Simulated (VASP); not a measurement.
# Si16O (a cell with a defect) in VASP: molecular dynamics with PBE

Aim: the molecular dynamics of Si16O (a cell with a defect) with PBE.

Everything below comes from runs of VASP 6.6.1. Logs are shortened: lines on timing, memory, paths and dates and some standing lists are left out, and cuts for length are marked.

### 1 The cell of the first run

The cell holds a defect, 17 atoms: a = 7.679 Å, b = 7.679 Å, c = 7.679 Å, α = 60.00°, β = 60.00°, γ = 60.00°.

### 2 Molecular dynamics, PBE, collinear spin, zero start

The input, INCAR:

```
PREC = Accurate ; ENCUT = 520
EDIFF = 1E-5 ; ISMEAR = -1
SIGMA = 0.02 ; LREAL = Auto
LASPH = T ; NELM = 150
ALGO = Normal ; ISIF = 2
LWAVE = F ; LCHARG = F
ISPIN = 2 ; MAGMOM = 0 0 0 0 0 0 0 0 0 0 0 0 0 0 0 0 0
LORBIT = 11 ; GGA = PE
IBRION = 0 ; NSW = 40
POTIM = 1.0 ; TEBEG = 1200.0
TEEND = 1200.0 ; ISYM = 0
NELMIN = 4 ; RANDOM_SEED = 806509 0 0
MDALGO = 1 ; ANDERSEN_PROB = 0.0
KPAR = 2 ; NCORE = 2
```

The input, KPOINTS:

```
regular mesh
0
Gamma
  2 2 2
```

The input, POSCAR:

```
Si16O
1.0
    0.0000000000      5.4300000000      5.4300000000
    5.4300000000      0.0000000000      5.4300000000
    5.4300000000      5.4300000000      0.0000000000
Si O
16 1
Direct
    0.0071654600     -0.0544445000      0.0025387300
    0.1204209600      0.0813279400      0.1246926300
   -0.0007738700      0.0100912400      0.4886235300
    0.1283543500      0.1136881400      0.6291217400
   -0.0388177900      0.5510874400     -0.0261704000
    0.1333750200      0.5738728700      0.1346816500
   -0.0011988100      0.4893079400      0.5081926400
    0.1242819000      0.6405321900      0.6073618700
    0.4777004800      0.0483587600     -0.0249855200
    0.6325097500      0.1249354200      0.1150476700
    0.5024574300      0.0029931400      0.4896113900
    0.6232891700      0.1446811400      0.6010465800
    0.5049952900      0.5008381400     -0.0058322700
    0.5908207200      0.6774615700      0.1068553900
    0.4980578700      0.5201803100      0.4802952100
    0.6244338500      0.6285919300      0.6194687300
    0.9499110300      0.3159685200      1.0320677200
```

Potentials or basis: VASP PAW PBE potentials, release 64 (Si, O).

Run with:

```console
$ cat potpaw_PBE.64/Si/POTCAR potpaw_PBE.64/O/POTCAR > POTCAR
$ mpirun -np 4 vasp_std > vasp.out
```

OUTCAR:

```text
PREC = Accurate
   ENCUT = 520
   EDIFF = 1E-5
   ISMEAR = -1
   LREAL = Auto
   LASPH = T
   NELM = 150
   ISIF = 2
   ISPIN = 2
   LORBIT = 11
   GGA = PE
   IBRION = 0
   NSW = 40
   POTIM = 1.0
   TEBEG = 1200.0
   ISYM = 0
   NELMIN = 4

 ion  position               nearest neighbor table
   1  0.007  0.946  0.003-   2 2.33   6 2.33   4 2.36  10 2.38
   2  0.120  0.081  0.125-  17 1.66   3 2.31   9 2.31   1 2.33   5 2.95
   3  0.999  0.010  0.489-   2 2.31   8 2.32   4 2.34  12 2.36
   4  0.128  0.114  0.629-   3 2.34  11 2.35   7 2.36   1 2.36
   5  0.961  0.551  0.974-  17 1.67   8 2.32   6 2.32  14 2.32   2 2.95
   6  0.133  0.574  0.135-   5 2.32   1 2.33  13 2.36   7 2.36
   7  0.999  0.489  0.508-  16 2.35   4 2.36   6 2.36   8 2.37
   8  0.124  0.641  0.607-   5 2.32   3 2.32  15 2.34   7 2.37
   9  0.478  0.048  0.975-   2 2.31  14 2.33  10 2.35  12 2.35
  10  0.633  0.125  0.115-  11 2.35   9 2.35  13 2.36   1 2.38
  11  0.502  0.003  0.490-  12 2.35  16 2.35   4 2.35  10 2.35
  12  0.623  0.145  0.601-  11 2.35   9 2.35  15 2.35   3 2.36
  13  0.505  0.501  0.994-  16 2.35   6 2.36  10 2.36  14 2.38
  14  0.591  0.677  0.107-   5 2.32   9 2.33  15 2.35  13 2.38
  15  0.498  0.520  0.480-   8 2.34  16 2.35  14 2.35  12 2.35
  16  0.624  0.629  0.619-  15 2.35  11 2.35  13 2.35   7 2.35
  17  0.950  0.316  0.032-   2 1.66   5 1.67

IMPORTANT INFORMATION: All symmetrisations will be switched off!
NOSYMM: (Re-)initialisation of all symmetry stuff for point group C_1.

----------------------------------------------------------------------------------------

                                     Primitive cell

  volume of cell :     320.2060

  direct lattice vectors                    reciprocal lattice vectors
     0.000000000  5.430000000  5.430000000    -0.092081031  0.092081031  0.092081031
     5.430000000  0.000000000  5.430000000     0.092081031 -0.092081031  0.092081031
     5.430000000  5.430000000  0.000000000     0.092081031  0.092081031 -0.092081031

  length of vectors
     7.679179644  7.679179644  7.679179644     0.159489025  0.159489025  0.159489025

  position of ions in fractional coordinates (direct lattice)
     0.007165460  0.945555500  0.002538730
     0.120420960  0.081327940  0.124692630
     0.999226130  0.010091240  0.488623530
     0.128354350  0.113688140  0.629121740
     0.961182210  0.551087440  0.973829600
     0.133375020  0.573872870  0.134681650
[... 9 lines left out ...]
     0.624433850  0.628591930  0.619468730
     0.949911030  0.315968520  0.032067720

  ion indices of the primitive-cell ions
   primitive index   ion index
                 1           1
                 2           2
                 3           3
                 4           4
                 5           5
                 6           6
[... 9 lines left out ...]
                16          16
                17          17

----------------------------------------------------------------------------------------

 KPOINTS: regular mesh

Automatic generation of k-mesh.
 Grid dimensions read from file:
 generate k-points for:    2    2    2

 Generating k-lattice:

  Cartesian coordinates                     Fractional coordinates (reciprocal lattice)
    -0.046040516  0.046040516  0.046040516     0.500000000  0.000000000  0.000000000
     0.046040516 -0.046040516  0.046040516     0.000000000  0.500000000  0.000000000
     0.046040516  0.046040516 -0.046040516     0.000000000  0.000000000  0.500000000

  Length of vectors
     0.079744512  0.079744512  0.079744512

  Shift w.r.t. Gamma in fractional coordinates (k-lattice)
     0.000000000  0.000000000  0.000000000

 Subroutine IBZKPT returns following result:
 ===========================================

 Found      8 irreducible k-points:

 Following reciprocal coordinates:
            Coordinates               Weight
  0.000000  0.000000  0.000000      1.000000
  0.500000  0.000000  0.000000      1.000000
  0.000000  0.500000  0.000000      1.000000
  0.000000  0.000000  0.500000      1.000000
  0.500000  0.500000  0.500000      1.000000
  0.500000  0.500000  0.000000      1.000000
  0.000000  0.500000  0.500000      1.000000
  0.500000  0.000000  0.500000      1.000000
   k-points           NKPTS =      8   k-points in BZ     NKDIM =      8   number of bands    NBANDS=     44
   number of dos      NEDOS =    301   number of ions     NIONS =     17
   total plane-waves  NPLWV = 216000
   dimension x,y,z NGX =    60 NGY =   60 NGZ =   60
   dimension x,y,z NGXF=   120 NGYF=  120 NGZF=  120
   ions per type =              16   1
   NGX,Y,Z   is equivalent  to a cutoff of  12.99, 12.99, 12.99 a.u.
   NGXF,Y,Z  is equivalent  to a cutoff of  25.98, 25.98, 25.98 a.u.
 SYSTEM =  unknown system
   PREC   = accura    normal or accurate (medium, high low for compatibility)
   ISTART =      0    job   : 0-new  1-cont  2-samecut
   ICHARG =      2    charge: 1-file 2-atom 10-const
   ISPIN  =      2    spin polarized calculation?
   LNONCOLLINEAR =      F non collinear calculations
   LSORBIT =      F    spin-orbit coupling
   LASPH  =      T    aspherical Exc in radial PAW
   ENCUT  =  520.0 eV  38.22 Ry    6.18 a.u.  14.28 14.28 14.28*2*pi/ulx,y,z
   NELM   =    150;   NELMIN=  4; NELMDL= -5     # of ELM steps
   EDIFF  = 0.1E-04   stopping-criterion for ELM
   LREAL  =      T    real-space projection
   EDIFFG = 0.1E-03   stopping-criterion for IOM
   NSW    =     40    number of steps for IOM
   IBRION =      0    ionic relax: 0-MD 1-quasi-New 2-CG
   NFREE  =      0    steps in history (QN), initial steepest desc. (CG)
   ISIF   =      2    stress and relaxation
   ISYM   =      0    0-nonsym 1-usesym 2-fastsym
   POTIM  = 1.0000    time-step for ionic-motion
   TEBEG  = 1200.0;   TEEND  =1200.0 temperature during run
   PSTRESS=    0.0 pullay stress
   NELECT =      70.0000    total number of electrons
   NUPDOWN=      -1.0000    fix difference up-down
   EMIN   =  10.00;   EMAX   =-10.00  energy-range for DOS
   EFERMI =   0.00;   METHOD = LEGACY
   ISMEAR =    -1;   SIGMA  =   0.02  broadening in eV -4-tet -1-fermi 0-gaus
   EFERMI_NEDOS =   21; number of points for ismear=-14 and -15
   IALGO  =     38    algorithm
   IMIX   =      4    mixing-type and parameters
     AMIX     =   0.40;   BMIX     =  1.00
     AMIX_MAG =   1.60;   BMIX_MAG =  1.00
  volume/ion in A,a.u.               =      18.84       127.11
  Fermi-wavevector in a.u.,A,eV,Ry     =   0.986199  1.863645 13.232857  0.972588
  Thomas-Fermi vector in A             =   2.117562
   LORBIT       =     11    0 simple, 1 ext, 2 COOP (PROOUT), +10 PAW based schemes
   GGA     = PE    functional components
   LHFCALC =     F    Hartree Fock is set to
   AEXX    =    0.0000 exact exchange contribution
   IVDW    =     0    specifies the selected vdW correction
   LEPSILON=     F    determine dielectric tensor
   LRPA    =     F    only Hartree local field effects (RPA)
 molecular dynamics for ions
 spin polarized calculation
  energy-cutoff  :      520.00
  volume of cell :      320.21
 maximum number of plane-waves:      8646
 NGX is ok and might be reduce to    60
   NGX = 29   NGY = 29   NGZ = 29

--------------------------------------- Ionic step        1  -------------------------------------------

 number of electron      69.9999998 magnetization       0.0000000

 number of electron      69.9999998 magnetization      -0.0000000

 Free energy of the ion-electron system (eV)
  ---------------------------------------------------
  ext. energy  EPLUGINS =         0.00000000
  ---------------------------------------------------
  free energy    TOTEN  =       -92.69324898 eV

  energy without entropy =      -92.69324831  energy(sigma->0) =      -92.69324865

------------------------ aborting loop because EDIFF is reached ----------------------------------------

  FORCE on cell =-STRESS in cart. coord.  units (eV):
  Direction    XX          YY          ZZ          XY          YZ          ZX
  --------------------------------------------------------------------------------------
  -------------------------------------------------------------------------------------
  Total        9.1286160      8.4578140      8.5849886     -2.5492503     -2.9850116      2.0877028
  in kB       45.6757868     42.3193733     42.9557018    -12.7553852    -14.9357528     10.4459939
  external PRESSURE =      43.6502873 kB  Pullay stress =       0.0000000 kB
[... 162 lines left out ...]
  ENERGY OF THE ELECTRON-ION-THERMOSTAT SYSTEM (eV)
  ---------------------------------------------------
% ion-electron   TOTEN  =       -92.640356  see above
  kinetic energy EKIN   =         2.429084
  kin. lattice  EKIN_LAT=         0.000000  (temperature 1174.51 K)
  nose potential ES     =         0.000000
  nose kinetic   EPS    =         0.000000
  ---------------------------------------------------
  total energy   ETOTAL =       -90.211272 eV

[... ionic steps 4 to 37 ...]

--------------------------------------- Ionic step       38  -------------------------------------------

 number of electron      70.0000001 magnetization      -0.0000000

------------------------ aborting loop because EDIFF is reached ----------------------------------------
[... 119 lines left out ...]
--------------------------------------- Ionic step       40  -------------------------------------------

 number of electron      70.0000003 magnetization       0.0000000

 Free energy of the ion-electron system (eV)
  ---------------------------------------------------
  ext. energy  EPLUGINS =         0.00000000
  ---------------------------------------------------
  free energy    TOTEN  =       -91.91935085 eV

  energy without entropy =      -91.91935018  energy(sigma->0) =      -91.91935051

 E-fermi :   6.1476     XC(G=0):  -9.5632

 val. band max:        5.9035145656   @ k =   0.0000   0.0000   0.0000
 cond. band min:       6.3915223400   @ k =   0.0000   0.0000   0.0000
 fundamental gap:      0.4880077744
 Fermi energy:         6.1475518496

 spin component 1

 k-point     1 :       0.0000    0.0000    0.0000
  band No.  band energies     occupation
      1     -14.4669      1.00000
      2      -5.7851      1.00000
      3      -4.3781      1.00000
      4      -3.6586      1.00000
      5      -3.5802      1.00000
      6      -3.2959      1.00000
[... 365 lines left out ...]
     43       9.1847      0.00000
     44       9.5572      0.00000
 Fermi energy:         6.1475518496

 spin component 2

 k-point     1 :       0.0000    0.0000    0.0000
  band No.  band energies     occupation
      1     -14.4669      1.00000
      2      -5.7851      1.00000
      3      -4.3781      1.00000
      4      -3.6586      1.00000
      5      -3.5802      1.00000
      6      -3.2959      1.00000
[... 415 lines left out ...]
  ENERGY OF THE ELECTRON-ION-THERMOSTAT SYSTEM (eV)
  ---------------------------------------------------
% ion-electron   TOTEN  =       -91.919351  see above
  kinetic energy EKIN   =         1.708697
  kin. lattice  EKIN_LAT=         0.000000  (temperature  826.19 K)
  nose potential ES     =         0.000000
  nose kinetic   EPS    =         0.000000
  ---------------------------------------------------
  total energy   ETOTAL =       -90.210654 eV

 total charge

# of ion       s       p       d       tot
------------------------------------------
    1        0.753   0.927   0.000   1.680
    2        0.744   0.896   0.000   1.640
    3        0.750   0.925   0.000   1.674
    4        0.752   0.917   0.000   1.669
    5        0.744   0.951   0.000   1.695
    6        0.752   0.947   0.000   1.699
[... 9 lines left out ...]
   16        0.740   0.957   0.000   1.697
   17        1.577   3.588   0.000   5.165
--------------------------------------------------
tot         13.521  18.588   0.000  32.109

 magnetization (x)

# of ion       s       p       d       tot
------------------------------------------
    1        0.000   0.000   0.000   0.000
    2       -0.000  -0.000   0.000  -0.000
    3       -0.000  -0.000   0.000  -0.000
    4        0.000   0.000   0.000   0.000
    5        0.000   0.000   0.000   0.000
    6       -0.000  -0.000   0.000  -0.000
[... 9 lines left out ...]
   16       -0.000  -0.000   0.000  -0.000
   17        0.000  -0.000   0.000  -0.000
--------------------------------------------------
tot          0.000  -0.000   0.000  -0.000
```

Run time: 25 min. Hardware: 4 MPI ranks of Intel Xeon Platinum 8259CL at 2.50GHz (Skylake/Cascade Lake), shared host; peak memory 0.58 GiB.

Results:

```
Valence electrons inside the program's atomic spheres : Si 1.68, 1.64, 1.67, 1.70, 1.71, 1.69 (each value once); O 5.17
```

Caveat: the k points lie up to 0.50 Å⁻¹ apart.
